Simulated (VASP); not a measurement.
Na, 1 atom in the cell. The structure is cubic, space group Im-3m (No. 229). The conventional cell has a = 4.057 Å, b = 4.057 Å, c = 4.057 Å, α = 90.00°, β = 90.00°, γ = 90.00°. Within 4.6 Å of Na (site symmetry m-3m) lie 14 Na at 3.51 to 4.06 Å. 

```yaml
Program: VASP 6.6.1
Task: relaxation of cell and atoms
Functional: LDA
Potentials_or_basis: VASP PAW LDA potentials, release 64 (Na_pv)
Cutoff: 500 eV
k_mesh: 7 × 7 × 7
Occupations: methfessel-paxton, width 0.1 eV
Spin: no spin polarisation
Dipole_correction: no
Further_INCAR_settings: ALGO = Normal; EDIFF = 1e-07; IBRION = 2; EDIFFG = -0.03; NSW = 80; ISIF = 3
```

Potentials or basis: VASP PAW LDA potentials, release 64 (Na_pv).

Run with:

```bash
$ cat potpaw_LDA.64/Na_pv/POTCAR > POTCAR
$ mpirun -np 1 vasp_std > vasp.out
```

Hardware: 1 thread of Intel(R) Xeon(R) Platinum 8259CL CPU @ 2.50GHz (Skylake/Cascade Lake), with other jobs on the host.

Estimate the wall time of this run.

Run time: 3.4 s on 1 thread of Intel(R) Xeon(R) Platinum 8259CL CPU @ 2.50GHz (Skylake/Cascade Lake) (shared host), peak memory 0.12 GiB. Counts: scf iterations 10, k points 20, ion steps 1.
